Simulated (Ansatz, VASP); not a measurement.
SnTe in VASP and in Ansatz

File POSCAR:

```
SnTe
1.0
    0.0000000000      3.3234875739      3.3234875739
    3.3234875739      0.0000000000      3.3234875739
    3.3234875739      3.3234875739      0.0000000000
Sn Te
1 1
Direct
    0.0000000000      0.0000000000      0.0000000000
    0.2500000000      0.2500000000      0.2500000000
```

INCAR.step1

```
PREC     = Accurate       # precision mode
ENCUT    = 520            # plane-wave cutoff, eV
ISMEAR   = -1             # smearing method
SIGMA    = 0.1            # smearing width, eV
LREAL    = F              # projectors in reciprocal space
LASPH    = T              # aspherical terms in the spheres
NELM     = 100            # most SCF steps
NBANDS   = 17             # bands
GGA      = PE             # functional
ALGO     = Normal         # electronic algorithm
EDIFF    = 1E-4           # SCF threshold, eV
LWAVE    = T              # write WAVECAR
LCHARG   = F              # write CHGCAR
```

File INCAR.step2:

```
PREC     = Accurate       # precision mode
ENCUT    = 520            # plane-wave cutoff, eV
EDIFF    = 1E-7           # SCF threshold, eV
ISMEAR   = -1             # smearing method
SIGMA    = 0.1            # smearing width, eV
LREAL    = F              # projectors in reciprocal space
LASPH    = T              # aspherical terms in the spheres
NELM     = 100            # most SCF steps
ALGO     = Normal         # electronic algorithm
ISIF     = 2              # what is computed and relaxed
LWAVE    = F              # write WAVECAR
LCHARG   = F              # write CHGCAR
METAGGA  = R2SCAN         # meta-GGA
LMIXTAU  = T            
NBANDS   = 17             # bands
ISTART   = 1
```

KPOINTS

```
regular mesh
0
Gamma
  12 12 12
```

Input for Ansatz:

```yaml
crystal:
  lattice:
    - [0.0, 3.3234875739, 3.3234875739]
    - [3.3234875739, 0.0, 3.3234875739]
    - [3.3234875739, 3.3234875739, 0.0]
  atoms:
    - { symbol: Sn, position: [0.0, 0.0, 0.0] }
    - { symbol: Te, position: [0.25, 0.25, 0.25] }
kpoints:
  mp_grid: { grid: [12, 12, 12] }
scf:
  occupations: { method: fermi_dirac, width: 0.1 }
hamiltonian:
  xc: r2scan
  pseudopotentials: { kind: paw }
output:
  forces: true
  stress: true
  eigenvalues: true
  populations: true
  write_density: true
  write_potential: true
  elf: true
  volumetric_format: npy
```

Change from the starting cell: volume scaled by 0.8, PAW files.

Alike in both runs: task single point; functional r2SCAN; k mesh 12 × 12 × 12; occupations fermi-dirac, width 0.1 eV; no spin polarisation.

|  | VASP | Ansatz |
| --- | --- | --- |
| version | VASP 6.6.1 | Ansatz 0.2.0 |
| potentials or method | VASP PAW PBE potentials, release 64 (Sn_d, Te) | PAW with Ansatz's default frozen-core files, scalar-relativistic |
| plane-wave cutoff (eV) | 520 | 500 |
| valence electrons in the cell | 20 | 30 |

|  | VASP | Ansatz | Ansatz less VASP |
| --- | --- | --- | --- |
| pressure (GPa) | 8.6 | 8.6 | -0.02 |

VASP's potentials were made for PBE, not for r2SCAN. VASP's potentials hold 20 valence electrons a cell and Ansatz's 30, so a difference there can come from the potentials and not from the codes.

Spin-orbit coupling is off throughout.
